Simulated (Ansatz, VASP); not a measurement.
Al in VASP and in Ansatz

```
Al
1.0
     2.48212    0.00000    0.00000
    -1.24106    2.14958    0.00000
     0.00000    0.00000    4.05753
Al
2
Cartesian
  0.0000 1.4331 1.0144
  1.2411 0.7165 3.0432
```

Change from the starting cell: volume scaled by 0.65, PAW files.

Alike in both runs: task single point; functional PBE; k mesh 15 × 15 × 8; occupations fermi-dirac, width 0.08 eV; no spin polarisation.

|  | VASP | Ansatz |
| --- | --- | --- |
| version | VASP 6.6.1 | Ansatz 0.2.0 |
| potentials or method | VASP PAW PBE potentials, release 64 (Al) | PAW with Ansatz's default frozen-core files, scalar-relativistic |
| plane-wave cutoff (eV) | 520 | 420 |
| valence electrons in the cell | 6 | 6 |

Ansatz gave:

- pressure (GPa): 80.4

Task: Which values does VASP return?

Result: Pressure (GPa): 80.5.

Both programs put the cell under a high pressure, so it lies far from rest at this level. With one functional, cell and mesh, what is left measures potentials, basis and numerics.

Noted on VASP's run: the cell as given lies far from equilibrium.
